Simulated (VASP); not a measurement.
# PbF2 (R3m) in VASP: further runs

PbF2 is run at these levels: PBE; tasks: electric field gradients.

All numbers are computed with VASP 6.6.1; they aren't measurements. Logs are shortened: lines on timing, memory, paths and dates and some standing lists are left out, and cuts for length are marked.

**1. The cell of the first run**

It takes space group R3m (No. 160, trigonal). The conventional cell has a = 4.183 Å, b = 4.183 Å, c = 10.247 Å, α = 90.00°, β = 90.00°, γ = 120.00°. Within 3.2 Å of Pb (site symmetry 3m) lie 8 F at 2.43 to 2.82 Å. F (site symmetry 3m) has 4 Pb at 2.49 to 2.82 Å and 6 F at 2.89 to 3.03 Å within 3.3 Å. Within 3.2 Å of F (site symmetry 3m) lie 4 Pb at 2.43 to 2.61 Å and 6 F at 2.89 to 3.03 Å.

**2. Electric field gradients, PBE (shortest bond scaled by 1.1)**

Contents of INCAR:

```
SYSTEM = PbF2
PREC = Accurate ; ENCUT = 520
EDIFF = 1E-8 ; ISMEAR = -1
SIGMA = 0.03 ; LREAL = .False.
LASPH = .True. ; NELM = 100
ALGO = Normal ; ISIF = 2
LWAVE = .False. ; LCHARG = .False.
GGA = PE ; LEFG = .True.
NBANDS = 21
```

Contents of KPOINTS:

```
regular mesh
0
Gamma
  7 7 7
  0 0 0
```

Contents of POSCAR:

```
PbF2
1.0
    0.0000000000      2.9579484323      2.9579484323
    2.9579484323      0.0000000000      2.9579484323
    2.9579484323      2.9579484323      0.0000000000
Pb F
1 2
Direct
    0.0125000000      0.0125000000      0.0125000000
    0.7375000000      0.7375000000      0.7375000000
    0.2500000000      0.2500000000      0.2500000000
```

Potentials or basis: VASP PAW PBE potentials, release 64 (Pb_d, F).

Command:

```
> cat potpaw_PBE.64/Pb_d/POTCAR potpaw_PBE.64/F/POTCAR > POTCAR
> mpirun -np 1 vasp_std > vasp.out
```

OUTCAR:

```text
SYSTEM = PbF2
   PREC = Accurate
   ENCUT = 520
   EDIFF = 1E-8
   ISMEAR = -1
   LREAL = .False.
   LASPH = .True.
   NELM = 100
   ISIF = 2
   GGA = PE

 ion  position               nearest neighbor table
   1  0.013  0.013  0.013-   3 2.43   2 2.49   2 2.49   2 2.49   3 2.61   3 2.61   3 2.61   2 2.82

   2  0.737  0.737  0.737-   1 2.49   1 2.49   1 2.49   1 2.82
   3  0.250  0.250  0.250-   1 2.43   1 2.61   1 2.61   1 2.61

  LATTYP: Found a face centered cubic cell.
 ALAT       =     5.9158968646

  Lattice vectors:

 A1 = (   0.0000000000,   2.9579484323,   2.9579484323)
 A2 = (   2.9579484323,   0.0000000000,   2.9579484323)
 A3 = (   2.9579484323,   2.9579484323,   0.0000000000)

Analysis of symmetry for initial positions (statically):
=====================================================================
 Subroutine PRICEL returns:
 Original cell was already a primitive cell.

 Routine SETGRP: Setting up the symmetry group for a
 face centered cubic supercell.

 Subroutine GETGRP returns: Found  6 space group operations
 (whereof  6 operations were pure point group operations)
 out of a pool of 48 trial point group operations.

The static configuration has the point symmetry C_3v.

Analysis of symmetry for dynamics (positions and initial velocities):
=====================================================================
 Subroutine PRICEL returns:
 Original cell was already a primitive cell.

 Routine SETGRP: Setting up the symmetry group for a
 face centered cubic supercell.

 Subroutine GETGRP returns: Found  6 space group operations
 (whereof  6 operations were pure point group operations)
 out of a pool of 48 trial point group operations.

The dynamic configuration has the point symmetry C_3v.

 Subroutine INISYM returns: Found  6 space group operations
 (whereof  6 operations are pure point group operations),
 and found     1 'primitive' translations

----------------------------------------------------------------------------------------

                                     Primitive cell

  volume of cell :      51.7609

  direct lattice vectors                    reciprocal lattice vectors
     0.000000000  2.957948432  2.957948432    -0.169036077  0.169036077  0.169036077
     2.957948432  0.000000000  2.957948432     0.169036077 -0.169036077  0.169036077
     2.957948432  2.957948432  0.000000000     0.169036077  0.169036077 -0.169036077

  length of vectors
     4.183170790  4.183170790  4.183170790     0.292779074  0.292779074  0.292779074

  position of ions in fractional coordinates (direct lattice)
     0.012500000  0.012500000  0.012500000
     0.737500000  0.737500000  0.737500000
     0.250000000  0.250000000  0.250000000

  ion indices of the primitive-cell ions
   primitive index   ion index
                 1           1
                 2           2
                 3           3

----------------------------------------------------------------------------------------

 KPOINTS: regular mesh

Automatic generation of k-mesh.
 Grid dimensions read from file:
 generate k-points for:    7    7    7

 Generating k-lattice:

  Cartesian coordinates                     Fractional coordinates (reciprocal lattice)
    -0.024148011  0.024148011  0.024148011     0.142857143  0.000000000  0.000000000
     0.024148011 -0.024148011  0.024148011     0.000000000  0.142857143  0.000000000
     0.024148011  0.024148011 -0.024148011     0.000000000  0.000000000  0.142857143

  Length of vectors
     0.041825582  0.041825582  0.041825582

  Shift w.r.t. Gamma in fractional coordinates (k-lattice)
     0.000000000  0.000000000  0.000000000

 Subroutine IBZKPT returns following result:
 ===========================================

 Found     44 irreducible k-points:

 Following reciprocal coordinates:
            Coordinates               Weight
  0.000000  0.000000  0.000000      1.000000
  0.142857  0.000000  0.000000      6.000000
  0.142857  0.142857  0.142857      2.000000
  0.285714  0.000000  0.000000      6.000000
  0.285714  0.285714  0.285714      2.000000
  0.428571  0.000000  0.000000      6.000000
[... 16 lines left out ...]
  0.285714  0.285714  0.000000      6.000000
  0.428571  0.285714  0.000000     12.000000
 [... further k-points ...]
   k-points           NKPTS =     44   k-points in BZ     NKDIM =     44   number of bands    NBANDS=     21
   number of dos      NEDOS =    301   number of ions     NIONS =      3
   total plane-waves  NPLWV =  32768
   dimension x,y,z NGX =    32 NGY =   32 NGZ =   32
   dimension x,y,z NGXF=    64 NGYF=   64 NGZF=   64
   ions per type =               1   2
   NGX,Y,Z   is equivalent  to a cutoff of  12.72, 12.72, 12.72 a.u.
   NGXF,Y,Z  is equivalent  to a cutoff of  25.43, 25.43, 25.43 a.u.
 SYSTEM =  PbF2
   PREC   = accura    normal or accurate (medium, high low for compatibility)
   ISTART =      0    job   : 0-new  1-cont  2-samecut
   ICHARG =      2    charge: 1-file 2-atom 10-const
   ISPIN  =      1    spin polarized calculation?
   LNONCOLLINEAR =      F non collinear calculations
   LSORBIT =      F    spin-orbit coupling
   LASPH  =      T    aspherical Exc in radial PAW
   ENCUT  =  520.0 eV  38.22 Ry    6.18 a.u.   7.78  7.78  7.78*2*pi/ulx,y,z
   NELM   =    100;   NELMIN=  2; NELMDL= -5     # of ELM steps
   EDIFF  = 0.1E-07   stopping-criterion for ELM
   LREAL  =      F    real-space projection
   EDIFFG = 0.1E-06   stopping-criterion for IOM
   NSW    =      0    number of steps for IOM
   IBRION =     -1    ionic relax: 0-MD 1-quasi-New 2-CG
   NFREE  =      0    steps in history (QN), initial steepest desc. (CG)
   ISIF   =      2    stress and relaxation
   ISYM   =      2    0-nonsym 1-usesym 2-fastsym
   POTIM  = 0.5000    time-step for ionic-motion
   TEBEG  =    0.0;   TEEND  =   0.0 temperature during run
   PSTRESS=    0.0 pullay stress
   NELECT =      28.0000    total number of electrons
   NUPDOWN=      -1.0000    fix difference up-down
   EMIN   =  10.00;   EMAX   =-10.00  energy-range for DOS
   EFERMI =   0.00;   METHOD = LEGACY
   ISMEAR =    -1;   SIGMA  =   0.03  broadening in eV -4-tet -1-fermi 0-gaus
   EFERMI_NEDOS =   21; number of points for ismear=-14 and -15
   IALGO  =     38    algorithm
   IMIX   =      4    mixing-type and parameters
     AMIX     =   0.40;   BMIX     =  1.00
     AMIX_MAG =   1.60;   BMIX_MAG =  1.00
  volume/ion in A,a.u.               =      17.25       116.43
  Fermi-wavevector in a.u.,A,eV,Ry     =   1.333911  2.520727 24.209105  1.779319
  Thomas-Fermi vector in A             =   2.462733
   LORBIT       =      0    0 simple, 1 ext, 2 COOP (PROOUT), +10 PAW based schemes
   GGA     = PE    functional components
   LHFCALC =     F    Hartree Fock is set to
   AEXX    =    0.0000 exact exchange contribution
   IVDW    =     0    specifies the selected vdW correction
   LEPSILON=     F    determine dielectric tensor
   LRPA    =     F    only Hartree local field effects (RPA)
 non-spin polarized calculation
  energy-cutoff  :      520.00
  volume of cell :       51.76
 maximum number of plane-waves:      1411
   NGX = 15   NGY = 15   NGZ = 15

 number of electron      28.0000002 magnetization

 Free energy of the ion-electron system (eV)
  ---------------------------------------------------
  ext. energy  EPLUGINS =         0.00000000
  ---------------------------------------------------
  free energy    TOTEN  =       -14.28547818 eV

  energy without entropy =      -14.28547818  energy(sigma->0) =      -14.28547818

 E-fermi :   2.7161     XC(G=0):  -9.4297

 val. band max:        2.0002390348   @ k =  -0.2857   0.4286   0.1429
 cond. band min:       6.4424830672   @ k =   0.4286   0.4286   0.0000
 fundamental gap:      4.4422440324
 Fermi energy:         2.7161298241

 k-point     1 :       0.0000    0.0000    0.0000
  band No.  band energies     occupation
      1     -19.2298      2.00000
      2     -18.6009      2.00000
      3     -12.4640      2.00000
      4     -12.4640      2.00000
      5     -12.4459      2.00000
      6     -12.4035      2.00000
[... 550 lines left out ...]
      5     -12.3850      2.00000
      6     -12.3665      2.00000
[... 13 lines left out ...]
     20      17.6451      0.00000
     21      18.9263      0.00000

 [... further k-points ...]

------------------------ aborting loop because EDIFF is reached ----------------------------------------

  FORCE on cell =-STRESS in cart. coord.  units (eV):
  Direction    XX          YY          ZZ          XY          YZ          ZX
  --------------------------------------------------------------------------------------
  -------------------------------------------------------------------------------------
  Total        1.2212170      1.2212170      1.2212170     -0.1291843     -0.1291843     -0.1291843
  in kB       37.8008553     37.8008553     37.8008553     -3.9986964     -3.9986964     -3.9986964
  external PRESSURE =      37.8008553 kB  Pullay stress =       0.0000000 kB

 VOLUME and BASIS-vectors are now :
 -----------------------------------------------------------------------------
  energy-cutoff  :      520.00
  volume of cell :       51.76
      direct lattice vectors                 reciprocal lattice vectors
     0.000000000  2.957948432  2.957948432    -0.169036077  0.169036077  0.169036077
     2.957948432  0.000000000  2.957948432     0.169036077 -0.169036077  0.169036077
     2.957948432  2.957948432  0.000000000     0.169036077  0.169036077 -0.169036077

 POSITION                                       TOTAL-FORCE (eV/Angst)
 -----------------------------------------------------------------------------------
      0.07395      0.07395      0.07395        -0.168653     -0.168653     -0.168653
      4.36297      4.36297      4.36297         0.195516      0.195516      0.195516
      1.47897      1.47897      1.47897        -0.026863     -0.026863     -0.026863
 -----------------------------------------------------------------------------------
    total drift:                               -0.000130     -0.000130     -0.000130

  FREE ENERGIE OF THE ION-ELECTRON SYSTEM (eV)
  ---------------------------------------------------
  free  energy   TOTEN  =       -14.2854781818 eV

  energy  without entropy=      -14.2854781817  energy(sigma->0) =      -14.28547818

 Electric field gradients (V/A^2)
---------------------------------------------------------------------
 ion       V_xx      V_yy      V_zz      V_xy      V_xz      V_yz
---------------------------------------------------------------------
   1       0.000    -0.000    -0.000     7.520     7.520     7.520
   2       0.000     0.000     0.000   -10.807   -10.807   -10.807
   3       0.000     0.000    -0.000     9.424     9.424     9.424
---------------------------------------------------------------------

 Electric field gradients after diagonalization (V/A^2)
 (convention: |V_zz| > |V_xx| > |V_yy|)
----------------------------------------------------------------------
 ion       V_xx      V_yy      V_zz     asymmetry (V_yy - V_xx)/ V_zz
----------------------------------------------------------------------
   1      -7.520    -7.520    15.039       0.000
   2      10.807    10.807   -21.613       0.000
   3      -9.424    -9.424    18.847       0.000
----------------------------------------------------------------------

           NMR quadrupolar parameters

 Cq : quadrupolar parameter    Cq=e*Q*V_zz/h
 eta: asymmetry parameters     (V_yy - V_xx)/ V_zz
 Q  : nuclear electric quadrupole moment in mb (millibarn)
----------------------------------------------------------------------
 ion       Cq(MHz)       eta       Q (mb)
----------------------------------------------------------------------
   1       0.036       0.000       1.000
   2      -0.052       0.000       1.000
   3       0.046       0.000       1.000
----------------------------------------------------------------------
```

Wall time 56 s (1 thread of Intel Xeon 8259CL, shared host); peak memory 0.2 GiB.

What came out:

```yaml
Free_energy: -14.2855 eV
Pressure: 3.8 GPa
Largest_force: 0.339 eV/Å
Band_gap_on_the_k_mesh: 4.44 eV (least direct gap 4.70 eV)
Largest_electric_field_gradient_by_atom: Pb +15.0; F -21.6, +18.8 V/Å²
```

Forces in eV/Å, atoms in the order of the input:
```
Pb  -0.169 -0.169 -0.169
F    0.196  0.196  0.196
F   -0.027 -0.027 -0.027
```

Stress tensor (GPa, compression positive):
```
 3.78 -0.40 -0.40
-0.40  3.78 -0.40
-0.40 -0.40  3.78
```

Electric field gradients, principal values (V/Å²):
```tsv
atom	least	middle	greatest (by size)
1 Pb	-7.520	-7.520	15.039
2 F	10.807	10.807	-21.613
3 F	-9.424	-9.424	18.847
```

Caveat: the cell differs from its parent crystal (shortest bond scaled by 1.1); the cell stands under pressure; without QUAD_EFG the Cq values of the log hold for a quadrupole moment of 1 mb, not for the nuclei; spin-orbit coupling is left out, which moves the levels of the heavy elements; an odd mesh through Γ misses points on the zone boundary, where band edges can lie.

**3. Electric field gradients, PBE (shortest bond scaled by 0.88)**

Contents of INCAR:

```
PREC = Accurate
ENCUT = 520
EDIFF = 1E-8
ISMEAR = -1
SIGMA = 0.03
LREAL = False
LASPH = True
NELM = 80
ALGO = Normal
ISIF = 2
LWAVE = False
LCHARG = False
GGA = PE
LEFG = True
NBANDS = 21
```

Contents of KPOINTS:

```
regular mesh
0
Gamma
  7 7 7
```

Contents of POSCAR:

```
PbF2
1.0
    0.0000000000      2.9579484323      2.9579484323
    2.9579484323      0.0000000000      2.9579484323
    2.9579484323      2.9579484323      0.0000000000
Pb F
1 2
Direct
   -0.0150000000     -0.0150000000     -0.0150000000
    0.7650000000      0.7650000000      0.7650000000
    0.2500000000      0.2500000000      0.2500000000
```

Potentials or basis: VASP PAW PBE potentials, release 64 (Pb_d, F).

Command:

```
> cat potpaw_PBE.64/Pb_d/POTCAR potpaw_PBE.64/F/POTCAR > POTCAR
> mpirun -np 1 vasp_std > vasp.out
```

OUTCAR:

```text
PREC = Accurate
   ENCUT = 520
   EDIFF = 1E-8
   ISMEAR = -1
   LREAL = False
   LASPH = True
   NELM = 80
   ISIF = 2
   GGA = PE

 ion  position               nearest neighbor table
   1  0.985  0.985  0.985-   2 2.25   3 2.51   3 2.51   3 2.51   2 2.68   2 2.68   2 2.68   3 2.72

   2  0.765  0.765  0.765-   1 2.25   1 2.68   1 2.68   1 2.68
   3  0.250  0.250  0.250-   1 2.51   1 2.51   1 2.51   1 2.72

  LATTYP: Found a face centered cubic cell.
 ALAT       =     5.9158968646

  Lattice vectors:

 A1 = (   0.0000000000,   2.9579484323,   2.9579484323)
 A2 = (   2.9579484323,   0.0000000000,   2.9579484323)
 A3 = (   2.9579484323,   2.9579484323,   0.0000000000)

Analysis of symmetry for initial positions (statically):
=====================================================================
 Subroutine PRICEL returns:
 Original cell was already a primitive cell.

 Routine SETGRP: Setting up the symmetry group for a
 face centered cubic supercell.

 Subroutine GETGRP returns: Found  6 space group operations
 (whereof  6 operations were pure point group operations)
 out of a pool of 48 trial point group operations.

The static configuration has the point symmetry C_3v.

Analysis of symmetry for dynamics (positions and initial velocities):
=====================================================================
 Subroutine PRICEL returns:
 Original cell was already a primitive cell.

 Routine SETGRP: Setting up the symmetry group for a
 face centered cubic supercell.

 Subroutine GETGRP returns: Found  6 space group operations
[... 165 lines left out ...]
      5     -12.3866      2.00000
      6     -12.3743      2.00000
[... 565 lines left out ...]
     20      17.5846      0.00000
     21      19.0354      0.00000

 [... further k-points ...]

------------------------ aborting loop because EDIFF is reached ----------------------------------------

  FORCE on cell =-STRESS in cart. coord.  units (eV):
  Direction    XX          YY          ZZ          XY          YZ          ZX
  --------------------------------------------------------------------------------------
  -------------------------------------------------------------------------------------
  Total        1.5997502      1.5997502      1.5997502      0.6265033      0.6265033      0.6265033
  in kB       49.5177577     49.5177577     49.5177577     19.3924273     19.3924273     19.3924273
  external PRESSURE =      49.5177577 kB  Pullay stress =       0.0000000 kB

 VOLUME and BASIS-vectors are now :
 -----------------------------------------------------------------------------
  energy-cutoff  :      520.00
  volume of cell :       51.76
      direct lattice vectors                 reciprocal lattice vectors
     0.000000000  2.957948432  2.957948432    -0.169036077  0.169036077  0.169036077
     2.957948432  0.000000000  2.957948432     0.169036077 -0.169036077  0.169036077
     2.957948432  2.957948432  0.000000000     0.169036077  0.169036077 -0.169036077

 POSITION                                       TOTAL-FORCE (eV/Angst)
 -----------------------------------------------------------------------------------
      5.82716      5.82716      5.82716         0.468622      0.468622      0.468622
      4.52566      4.52566      4.52566        -0.579514     -0.579514     -0.579514
      1.47897      1.47897      1.47897         0.110892      0.110892      0.110892
 -----------------------------------------------------------------------------------
    total drift:                               -0.000010     -0.000010     -0.000010

  FREE ENERGIE OF THE ION-ELECTRON SYSTEM (eV)
  ---------------------------------------------------
  free  energy   TOTEN  =       -14.2182078692 eV

  energy  without entropy=      -14.2182078692  energy(sigma->0) =      -14.21820787

 Electric field gradients (V/A^2)
---------------------------------------------------------------------
 ion       V_xx      V_yy      V_zz      V_xy      V_xz      V_yz
---------------------------------------------------------------------
   1      -0.000    -0.000    -0.000   -79.667   -79.667   -79.667
   2       0.000    -0.000    -0.000    15.630    15.630    15.630
   3      -0.000    -0.000    -0.000   -11.913   -11.913   -11.913
---------------------------------------------------------------------

 Electric field gradients after diagonalization (V/A^2)
 (convention: |V_zz| > |V_xx| > |V_yy|)
----------------------------------------------------------------------
 ion       V_xx      V_yy      V_zz     asymmetry (V_yy - V_xx)/ V_zz
----------------------------------------------------------------------
   1      79.667    79.667  -159.335       0.000
   2     -15.630   -15.630    31.260       0.000
   3      11.913    11.913   -23.827       0.000
----------------------------------------------------------------------

           NMR quadrupolar parameters

 Cq : quadrupolar parameter    Cq=e*Q*V_zz/h
 eta: asymmetry parameters     (V_yy - V_xx)/ V_zz
 Q  : nuclear electric quadrupole moment in mb (millibarn)
----------------------------------------------------------------------
 ion       Cq(MHz)       eta       Q (mb)
----------------------------------------------------------------------
   1      -0.385       0.000       1.000
   2       0.076       0.000       1.000
   3      -0.058       0.000       1.000
----------------------------------------------------------------------
```

Run time: 64 s. Hardware: 1 thread of Intel Xeon 8259CL, shared host; peak memory 0.2 GiB.

What came out:

```yaml
Free_energy: -14.2182 eV
Pressure: 5.0 GPa
Largest_force: 1.004 eV/Å
Band_gap_on_the_k_mesh: 4.32 eV (least direct gap 4.67 eV)
Largest_electric_field_gradient_by_atom: Pb -159.3; F +31.3, -23.8 V/Å²
```

Forces in eV/Å, atoms in the order of the input:
```
Pb   0.469  0.469  0.469
F   -0.580 -0.580 -0.580
F    0.111  0.111  0.111
```

Stress tensor (GPa, compression positive):
```
4.95 1.94 1.94
1.94 4.95 1.94
1.94 1.94 4.95
```

Electric field gradients, principal values (V/Å²):
| atom | least | middle | greatest (by size) |
| --- | --- | --- | --- |
| 1 Pb | 79.667 | 79.667 | -159.335 |
| 2 F | -15.630 | -15.630 | 31.260 |
| 3 F | 11.913 | 11.913 | -23.827 |

Caveat: the cell differs from its parent crystal (shortest bond scaled by 0.88); the cell stands under pressure; without QUAD_EFG the Cq values of the log hold for a quadrupole moment of 1 mb, not for the nuclei; spin-orbit coupling is left out, which moves the levels of the heavy elements; an odd mesh through Γ misses points on the zone boundary, where band edges can lie; forces of over 1 eV/Å act on the atoms, so gaps and moduli don't describe the material at rest.

(Continued in part 2 of 2.)
